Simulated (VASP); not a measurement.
# Co (P6_3/mmc) in VASP: a series of runs

Co is run at these levels: LDA; tasks: single point.

Program: VASP 6.6.1. These are calculated values, not measurements. Logs are shortened: lines on timing, memory, paths and dates and some standing lists are left out, and cuts for length are marked.

## (1) The cell of the first run

It takes space group P6_3/mmc (No. 194, hexagonal). Conventional cell: a = 2.505 Å, b = 2.505 Å, c = 4.074 Å, α = 90.00°, β = 90.00°, γ = 120.00°. Co (site symmetry -6m2) has 12 Co at 2.50 Å within 3.3 Å.

## (2) Single point, LDA, collinear spin, ferromagnetic start (volume scaled by 1.04)

Contents of INCAR:

```
SYSTEM = Co
PREC = Accurate ; ENCUT = 520
EDIFF = 1E-7 ; ISMEAR = -1
SIGMA = 0.05 ; LREAL = .False.
LASPH = .True. ; NELM = 150
ALGO = Fast ; ISIF = 2
LWAVE = .False. ; LCHARG = .False.
ISPIN = 2 ; MAGMOM = 2 2
LORBIT = 11 ; LMAXMIX = 4
GGA = CA ; NBANDS = 20
```

Contents of KPOINTS:

```
regular mesh
0
Gamma
  12 12 7
  0 0 0
```

Contents of POSCAR:

```
Co
1.0
    2.5045299482      0.0000000000      0.0000000000
   -1.2522649741      2.1689865596      0.0000000000
    0.0000000000      0.0000000000      4.0740599388
Co
2
Direct
    0.6666666667      0.3333333333      0.7500000000
    0.3333333333      0.6666666667      0.2500000000
```

Potentials or basis: VASP PAW LDA potentials, release 64 (Co).

Started as:

```sh
cat potpaw_LDA.64/Co/POTCAR > POTCAR
mpirun -np 1 vasp_std > vasp.out
```

OUTCAR:

```text
SYSTEM = Co
   PREC = Accurate
   ENCUT = 520
   EDIFF = 1E-7
   ISMEAR = -1
   LREAL = .False.
   LASPH = .True.
   NELM = 150
   ISIF = 2
   ISPIN = 2
   LORBIT = 11
   GGA = CA

 ion  position               nearest neighbor table
   1  0.667  0.333  0.750-   2 2.50   2 2.50   2 2.50   2 2.50   2 2.50   2 2.50
   2  0.333  0.667  0.250-   1 2.50   1 2.50   1 2.50   1 2.50   1 2.50   1 2.50

  LATTYP: Found a hexagonal cell.
 ALAT       =     2.5045299482
 C/A-ratio  =     1.6266764715

  Lattice vectors:

 A1 = (   2.5045299482,   0.0000000000,   0.0000000000)
 A2 = (  -1.2522649741,   2.1689865596,   0.0000000000)
 A3 = (   0.0000000000,   0.0000000000,   4.0740599388)

Analysis of symmetry for initial positions (statically):
=====================================================================
 Subroutine PRICEL returns:
 Original cell was already a primitive cell.

 Routine SETGRP: Setting up the symmetry group for a
 hexagonal supercell.

 Subroutine GETGRP returns: Found 24 space group operations
 (whereof 12 operations were pure point group operations)
 out of a pool of 24 trial point group operations.

The static configuration has the point symmetry D_3d.
 The point group associated with its full space group is D_6h.

Analysis of symmetry for dynamics (positions and initial velocities):
=====================================================================
 Subroutine PRICEL returns:
 Original cell was already a primitive cell.

 Routine SETGRP: Setting up the symmetry group for a
 hexagonal supercell.

 Subroutine GETGRP returns: Found 24 space group operations
 (whereof 12 operations were pure point group operations)
 out of a pool of 24 trial point group operations.

The dynamic configuration has the point symmetry D_3d.
 The point group associated with its full space group is D_6h.

Analysis of structural, dynamic, and magnetic symmetry:
=====================================================================
 Subroutine PRICEL returns:
 Original cell was already a primitive cell.

 Routine SETGRP: Setting up the symmetry group for a
 hexagonal supercell.

 Subroutine GETGRP returns: Found 24 space group operations
 (whereof 12 operations were pure point group operations)
 out of a pool of 24 trial point group operations.

The overall configuration has the point symmetry D_3d.
 The point group associated with its full space group is D_6h.

 Subroutine INISYM returns: Found 24 space group operations
 (whereof 12 operations are pure point group operations),
 and found     1 'primitive' translations

----------------------------------------------------------------------------------------

                                     Primitive cell

  volume of cell :      22.1315

  direct lattice vectors                    reciprocal lattice vectors
     2.504529948  0.000000000  0.000000000     0.399276519  0.230522406  0.000000000
    -1.252264974  2.168986560  0.000000000     0.000000000  0.461044812  0.000000000
     0.000000000  0.000000000  4.074059939     0.000000000  0.000000000  0.245455397

  length of vectors
     2.504529948  2.504529948  4.074059939     0.461044812  0.461044812  0.245455397

  position of ions in fractional coordinates (direct lattice)
     0.666666667  0.333333333  0.750000000
     0.333333333  0.666666667  0.250000000

  ion indices of the primitive-cell ions
   primitive index   ion index
                 1           1
                 2           2

----------------------------------------------------------------------------------------

 KPOINTS: regular mesh

Automatic generation of k-mesh.
 Grid dimensions read from file:
 generate k-points for:   12   12    7

 Generating k-lattice:

  Cartesian coordinates                     Fractional coordinates (reciprocal lattice)
     0.033273043  0.019210200  0.000000000     0.083333333  0.000000000  0.000000000
     0.000000000  0.038420401  0.000000000     0.000000000  0.083333333  0.000000000
     0.000000000  0.000000000  0.035065057     0.000000000  0.000000000  0.142857143

  Length of vectors
     0.038420401  0.038420401  0.035065057

  Shift w.r.t. Gamma in fractional coordinates (k-lattice)
     0.000000000  0.000000000  0.000000000

 Subroutine IBZKPT returns following result:
 ===========================================

 Found     76 irreducible k-points:

 Following reciprocal coordinates:
            Coordinates               Weight
  0.000000  0.000000  0.000000      1.000000
  0.083333  0.000000  0.000000      6.000000
  0.166667  0.000000  0.000000      6.000000
  0.250000  0.000000  0.000000      6.000000
  0.333333 -0.000000  0.000000      6.000000
  0.416667  0.000000  0.000000      6.000000
[... 16 lines left out ...]
  0.250000  0.000000  0.142857     12.000000
  0.333333 -0.000000  0.142857     12.000000
 [... further k-points ...]
   k-points           NKPTS =     76   k-points in BZ     NKDIM =     76   number of bands    NBANDS=     20
   number of dos      NEDOS =    301   number of ions     NIONS =      2
   total plane-waves  NPLWV =  12000
   dimension x,y,z NGX =    20 NGY =   20 NGZ =   30
   dimension x,y,z NGXF=    40 NGYF=   40 NGZF=   60
   ions per type =               2
   NGX,Y,Z   is equivalent  to a cutoff of  13.28, 13.28, 12.24 a.u.
   NGXF,Y,Z  is equivalent  to a cutoff of  26.55, 26.55, 24.48 a.u.
 SYSTEM =  Co
   PREC   = accura    normal or accurate (medium, high low for compatibility)
   ISTART =      0    job   : 0-new  1-cont  2-samecut
   ICHARG =      2    charge: 1-file 2-atom 10-const
   ISPIN  =      2    spin polarized calculation?
   LNONCOLLINEAR =      F non collinear calculations
   LSORBIT =      F    spin-orbit coupling
   LASPH  =      T    aspherical Exc in radial PAW
   ENCUT  =  520.0 eV  38.22 Ry    6.18 a.u.   4.66  4.66  7.58*2*pi/ulx,y,z
   NELM   =    150;   NELMIN=  2; NELMDL= -5     # of ELM steps
   EDIFF  = 0.1E-06   stopping-criterion for ELM
   LREAL  =      F    real-space projection
   EDIFFG = 0.1E-05   stopping-criterion for IOM
   NSW    =      0    number of steps for IOM
   IBRION =     -1    ionic relax: 0-MD 1-quasi-New 2-CG
   NFREE  =      0    steps in history (QN), initial steepest desc. (CG)
   ISIF   =      2    stress and relaxation
   ISYM   =      2    0-nonsym 1-usesym 2-fastsym
[... 28 lines left out ...]
 NGX is ok and might be reduce to    20
   NGX =  9   NGY =  9   NGZ = 15

 number of electron      18.0000003 magnetization       3.1140073

 Free energy of the ion-electron system (eV)
  ---------------------------------------------------
  ext. energy  EPLUGINS =         0.00000000
  ---------------------------------------------------
  free energy    TOTEN  =       -16.08614158 eV

  energy without entropy =      -16.06852019  energy(sigma->0) =      -16.07733089

 E-fermi :   9.6131     XC(G=0): -13.6226

 val. band max:        9.6115562065   @ k =   0.2500   0.1667   0.0000
 cond. band min:       9.6191334942   @ k =   0.2500   0.0000   0.0000
 fundamental gap:      0.0075772877
 Fermi energy:         9.6131284205

 spin component 1

 k-point     1 :       0.0000    0.0000    0.0000
  band No.  band energies     occupation
      1       0.8362      1.00000
      2       4.6598      1.00000
      3       7.1618      1.00000
      4       7.2223      1.00000
      5       7.2223      1.00000
      6       7.5228      1.00000
[... 12 lines left out ...]
     19      35.2748      0.00000
     20      35.2748      0.00000

 k-point     2 :       0.0833    0.0000    0.0000
  band No.  band energies     occupation
      1       1.0767      1.00000
      2       4.8066      1.00000
      3       6.9784      1.00000
      4       7.3346      1.00000
      5       7.3708      1.00000
      6       7.4741      1.00000
[... 12 lines left out ...]
     19      36.7020      0.00000
     20      37.5715      0.00000

 k-point     3 :       0.1667    0.0000    0.0000
  band No.  band energies     occupation
      1       1.7731      1.00000
      2       5.1713      1.00000
      3       6.7168      1.00000
      4       6.9983      1.00000
      5       7.2955      1.00000
      6       7.6516      1.00000
[... 12 lines left out ...]
     19      35.6674      0.00000
     20      37.7797      0.00000

 k-point     4 :       0.2500    0.0000    0.0000
  band No.  band energies     occupation
      1       2.8300      1.00000
      2       5.4692      1.00000
      3       6.2897      1.00000
      4       6.5566      1.00000
      5       7.1939      1.00000
      6       7.4475      1.00000
[... 429 lines left out ...]
 k-point    23 :       0.2500    0.0000    0.1429
  band No.  band energies     occupation
      1       2.9872      1.00000
      2       5.4995      1.00000
      3       6.1785      1.00000
      4       6.5965      1.00000
      5       7.0822      1.00000
      6       7.4738      1.00000
[... 12 lines left out ...]
     19      33.9859      0.00000
     20      35.2816      0.00000

 k-point    24 :       0.3333   -0.0000    0.1429
  band No.  band energies     occupation
      1       4.0734      1.00000
      2       5.4343      1.00000
      3       5.7999      1.00000
      4       6.5469      1.00000
      5       7.2480      1.00000
      6       7.3276      1.00000
[... 12 lines left out ...]
     19      32.5736      0.00000
     20      33.9728      0.00000

 [... further k-points ...]

 spin component 2

 k-point     1 :       0.0000    0.0000    0.0000
  band No.  band energies     occupation
      1       1.0081      1.00000
      2       5.5541      1.00000
      3       8.5907      1.00000
      4       8.6476      1.00000
      5       8.6476      1.00000
      6       8.9907      1.00000
[... 12 lines left out ...]
     19      35.6892      0.00000
     20      35.6892      0.00000

 k-point     2 :       0.0833    0.0000    0.0000
  band No.  band energies     occupation
      1       1.2496      1.00000
      2       5.7178      1.00000
      3       8.3713      1.00000
      4       8.7693      1.00000
      5       8.8177      1.00000
      6       8.8913      1.00000
[... 12 lines left out ...]
     19      36.8266      0.00000
     20      37.9771      0.00000

 k-point     3 :       0.1667    0.0000    0.0000
  band No.  band energies     occupation
      1       1.9523      1.00000
      2       6.1368      1.00000
      3       8.0210      1.00000
      4       8.0495      1.00000
      5       8.7114      1.00000
      6       9.1142      0.99995
[... 12 lines left out ...]
     19      35.9905      0.00000
     20      38.1116      0.00000

 k-point     4 :       0.2500    0.0000    0.0000
  band No.  band energies     occupation
      1       3.0385      1.00000
      2       6.5363      1.00000
      3       7.3377      1.00000
      4       7.7829      1.00000
      5       8.5635      1.00000
      6       8.9188      1.00000
[... 429 lines left out ...]
 k-point    23 :       0.2500    0.0000    0.1429
  band No.  band energies     occupation
      1       3.2054      1.00000
      2       6.4961      1.00000
      3       7.2219      1.00000
      4       7.8272      1.00000
      5       8.4620      1.00000
      6       8.9441      1.00000
[... 12 lines left out ...]
     19      34.4070      0.00000
     20      35.7000      0.00000

 k-point    24 :       0.3333   -0.0000    0.1429
  band No.  band energies     occupation
      1       4.4382      1.00000
      2       6.5156      1.00000
      3       6.8665      1.00000
      4       7.7086      1.00000
      5       8.5573      1.00000
      6       8.7812      1.00000
[... 12 lines left out ...]
     19      32.7813      0.00000
     20      34.3870      0.00000

 [... further k-points ...]
[... 5 lines left out ...]
  --------------------------------------------------------------------------------------
  -------------------------------------------------------------------------------------
  Total       -2.9504949     -2.9504949     -3.3061454      0.0000000     -0.0000000      0.0000000
  in kB     -213.5969014   -213.5969014   -239.3437139      0.0000000     -0.0000000      0.0000000
  external PRESSURE =    -222.1791722 kB  Pullay stress =       0.0000000 kB

 VOLUME and BASIS-vectors are now :
 -----------------------------------------------------------------------------
  energy-cutoff  :      520.00
  volume of cell :       22.13
      direct lattice vectors                 reciprocal lattice vectors
     2.504529948  0.000000000  0.000000000     0.399276519  0.230522406  0.000000000
    -1.252264974  2.168986560  0.000000000     0.000000000  0.461044812  0.000000000
     0.000000000  0.000000000  4.074059939     0.000000000  0.000000000  0.245455397

 POSITION                                       TOTAL-FORCE (eV/Angst)
 -----------------------------------------------------------------------------------
      1.25226      0.72300      3.05554        -0.000000      0.000000      0.000000
     -0.00000      1.44599      1.01851         0.000000     -0.000000      0.000000
 -----------------------------------------------------------------------------------
    total drift:                               -0.000000      0.000000     -0.000000

  FREE ENERGIE OF THE ION-ELECTRON SYSTEM (eV)
  ---------------------------------------------------
  free  energy   TOTEN  =       -16.0861415781 eV

  energy  without entropy=      -16.0685201931  energy(sigma->0) =      -16.07733089

 total charge

# of ion       s       p       d       tot
------------------------------------------
    1        0.480   0.498   7.267   8.245
    2        0.480   0.498   7.267   8.245
--------------------------------------------------
tot          0.960   0.997  14.534  16.490

 magnetization (x)

# of ion       s       p       d       tot
------------------------------------------
    1       -0.013  -0.038   1.614   1.564
    2       -0.013  -0.038   1.614   1.564
--------------------------------------------------
tot         -0.026  -0.076   3.228   3.127
```

It took 43 s on 1 thread of Intel Xeon Platinum 8559C (Emerald Rapids), shared host; peak memory 0.16 GiB.

What came out:

```
Free energy                                           : -16.0861 eV
Pressure                                              : -22.2 GPa
Net moment                                            : 3.11 μB per cell
Site moments                                          : Co +1.56 μB
Valence electrons inside the program's atomic spheres : Co 8.24
```

Levels at points of the mesh, in eV from the Fermi level:
Spin up:
```tsv
k point	band 8	band 9	band 10	band 11	band 12	band 13	band 14	band 15
(0.00, 0.00, 0.00)	-1.72	-1.72	-0.65	-0.65	-0.11	6.19	21.90	24.23
(0.50, 0.00, 0.00)	-0.51	-0.44	-0.37	1.38	3.33	9.52	10.12	12.63
```
Spin down:
```tsv
k point	band 5	band 6	band 7	band 8	band 9	band 10
(0.00, 0.00, 0.00)	-0.97	-0.62	-0.62	-0.19	-0.19	0.04
(0.50, 0.00, 0.00)	-1.09	-1.02	-0.64	1.11	1.21	1.27
```

Caveat: the cell differs from its parent crystal (volume scaled by 1.04).

## (3) Single point, LDA, collinear spin, ferromagnetic start (volume scaled by 1.06)

Contents of INCAR:

```
PREC = Accurate
ENCUT = 520
EDIFF = 1E-6
ISMEAR = -1
SIGMA = 0.05
LREAL = False
LASPH = True
NELM = 150
ALGO = Normal
ISIF = 2
LWAVE = False
LCHARG = True
ISPIN = 2
MAGMOM = 2 2
LORBIT = 11
LMAXMIX = 4
LELF = True
LVHAR = True
NBANDS = 20
```

Contents of KPOINTS:

```
Automatic mesh
0
Gamma
  12 12 7
```

Contents of POSCAR:

```
Co
1.0
    2.5204827983      0.0000000000      0.0000000000
   -1.2602413992      2.1828021331      0.0000000000
    0.0000000000      0.0000000000      4.1000100648
Co
2
Direct
    0.6666666667      0.3333333333      0.7500000000
    0.3333333333      0.6666666667      0.2500000000
```

Potentials or basis: VASP PAW LDA potentials, release 64 (Co).

Started as:

```sh
cat potpaw_LDA.64/Co/POTCAR > POTCAR
mpirun -np 1 vasp_std > vasp.out
```

It took 34 s on 1 thread of Intel Xeon Platinum 8559C (Emerald Rapids), shared host; peak memory 0.16 GiB.

It converged, with:

```
Free energy                                           : -16.0235 eV
Pressure                                              : -24.9 GPa
Net moment                                            : 3.16 μB per cell
Site moments                                          : Co +1.59 μB
Valence electrons inside the program's atomic spheres : Co 8.21
```

Stress tensor (GPa, compression positive):
```
-24.08   0.00   0.00
  0.00 -24.08   0.00
  0.00   0.00 -26.67
```

Levels at points of the mesh, in eV from the Fermi level:
Spin up:
```
           k point  band 9  band 10  band 11  band 12  band 13  band 14
(0.00, 0.00, 0.00)   -1.72    -0.69    -0.69    -0.10     6.02    21.74
(0.50, 0.00, 0.00)   -0.48    -0.41     1.33     3.23     9.37     9.94
```
Spin down:
```tsv
k point	band 3	band 4	band 5	band 6	band 7	band 8	band 9	band 10	band 11	band 12
(0.00, 0.00, 0.00)	-0.98	-0.92	-0.92	-0.59	-0.59	-0.17	-0.17	0.05	0.96	0.96
(0.50, 0.00, 0.00)	-3.04	-1.61	-1.05	-0.98	-0.61	1.10	1.19	1.25	2.47	4.18
```

Caveat: the cell differs from its parent crystal (volume scaled by 1.06).

## (4) Single point, LDA, collinear spin, ferromagnetic start

This run uses another cell than the first one, of 9.99 Å³/atom, 0.903 times its volume.

Contents of INCAR:

```
ALGO     = Normal         # electronic algorithm
EDIFF    = 1E-6           # SCF threshold, eV
ENCUT    = 520            # plane-wave cutoff, eV
ISIF     = 2              # what is computed and relaxed
ISMEAR   = -1             # smearing method
ISPIN    = 2              # spin polarisation
LASPH    = True           # aspherical terms in the spheres
LCHARG   = False          # write CHGCAR
LMAXMIX  = 4              # l up to which the mixer works
LORBIT   = 11             # projections on sites
LREAL    = False          # projectors in reciprocal space
LWAVE    = False          # write WAVECAR
MAGMOM   = 2 2            # initial moments
NBANDS   = 20             # bands
NELM     = 150            # most SCF steps
PREC     = Accurate       # precision mode
SIGMA    = 0.05           # smearing width, eV
```

Contents of KPOINTS:

```
k-points
0
Gamma
  12 12 7
```

Contents of POSCAR:

```
Co
1.0
    2.4270134005      0.0000000000      0.0000000000
   -1.2135067002      2.1018552601      0.0000000000
    0.0000000000      0.0000000000      3.9160919873
Co
2
Direct
    0.6666666667      0.3333333333      0.7500000000
    0.3333333333      0.6666666667      0.2500000000
```

Started as:

```sh
cat potpaw_LDA.64/Co/POTCAR > POTCAR
mpirun -np 1 vasp_std > vasp.out
```

Run time: 40 s. Hardware: 1 thread of Intel Xeon Platinum 8488C (Sapphire Rapids), shared host; peak memory 0.15 GiB.

It converged, with:

```
Free energy                                           : -16.2591 eV
Pressure                                              : -0.8 GPa
Net moment                                            : 2.96 μB per cell
Site moments                                          : Co +1.47 μB
Valence electrons inside the program's atomic spheres : Co 8.46
```

Stress tensor (GPa, compression positive):
```
-0.71  0.00  0.00
 0.00 -0.71  0.00
 0.00  0.00 -0.85
```

Levels at points of the mesh, in eV from the Fermi level:
Spin up:
```
           k point  band 7  band 8  band 9  band 10  band 11  band 12  band 13  band 14
(0.00, 0.00, 0.00)   -2.16   -1.76   -1.76    -0.48    -0.48    -0.06     7.28    22.67
(0.50, 0.00, 0.00)   -2.07   -0.34   -0.21    -0.17     1.69     3.87    10.43    11.16
```
Spin down:
```tsv
k point	band 3	band 4	band 5	band 6	band 7	band 8	band 9	band 10	band 11	band 12
(0.00, 0.00, 0.00)	-1.18	-1.18	-1.18	-0.77	-0.77	-0.31	-0.31	0.12	1.07	1.07
(0.50, 0.00, 0.00)	-3.65	-1.88	-1.36	-1.20	-0.75	1.21	1.37	1.40	2.81	4.78
```

## (5) Summary

| cell | gap on the mesh (eV) | pressure (GPa) | moment (μB) |
| --- | --- | --- | --- |
| a = 2.505, b = 2.505, c = 4.074 Å, angles 90.0, 90.0, 120.0°, 2 atoms | none | -22.2 | 3.11 |
| a = 2.520, b = 2.520, c = 4.100 Å, angles 90.0, 90.0, 120.0°, 2 atoms | none | -24.9 | 3.16 |
| a = 2.427, b = 2.427, c = 3.916 Å, angles 90.0, 90.0, 120.0°, 2 atoms | none | -0.8 | 2.96 |

Alike in all rows: task single point; level LDA; potentials or basis VASP PAW LDA potentials, release 64 (Co); spin collinear, ferromagnetic start; k mesh 12 × 12 × 7; cutoff (eV) 520; smearing fermi-dirac 0.05 eV.

Total energies depend on the potentials used, so only differences within one code and one set of settings carry meaning.
